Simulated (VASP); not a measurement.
Input of a VASP 6.6.1 run:

INCAR

```
SYSTEM = Re
PREC     = Accurate       ! precision mode
ENCUT    = 560            ! plane-wave cutoff, eV
EDIFF    = 1E-6           ! SCF threshold, eV
ISMEAR   = -1             ! smearing method
SIGMA    = 0.1            ! smearing width, eV
LREAL    = .FALSE.        ! projectors in reciprocal space
LASPH    = .TRUE.         ! aspherical terms in the spheres
NELM     = 120            ! most SCF steps
ALGO     = Normal         ! electronic algorithm
ISIF     = 2              ! what is computed and relaxed
LWAVE    = .FALSE.        ! write WAVECAR
LCHARG   = .FALSE.        ! write CHGCAR
GGA      = B5             ! functional
ALDAX    = 1.0          
AGGAX    = 1.0          
AGGAC    = 1.0          
ALDAC    = 0.0          
NBANDS   = 22             ! bands
GGA_COMPAT= .FALSE.
```

File KPOINTS:

```
Automatic mesh
0
G
  13 13 7
  0 0 0
```

POSCAR

```
Re
1.0
    2.8150812201      0.0000000000      0.0000000000
   -1.4075406101      2.4379318503      0.0000000000
    0.0000000000      0.0000000000      4.5258909785
Re
2
Direct
    0.3333333333      0.6666666667      0.2500000000
    0.6666666667      0.3333333333      0.7500000000
```

Potentials or basis: VASP PAW PBE potentials, release 64 (Re_sv_GW).

Run with:

```console
$ cat potpaw_PBE.64/Re_sv_GW/POTCAR > POTCAR
$ mpirun -np 1 vasp_std > vasp.out
```

Problem. What does it give for the pressure?

Solution. 0.1 GPa.

Problem. Estimate the band gap on the k mesh.

Solution. Zero (bands 15 and 16 overlap by 2.79 eV).

Stress tensor (GPa, compression positive):
```
0.11 0.00 0.00
0.00 0.11 0.00
0.00 0.00 0.01
```

Caveat: the PAW data sets were made with another functional, which shifts forces and pressure a little; spin-orbit coupling is left out, which moves the levels of the heavy elements.
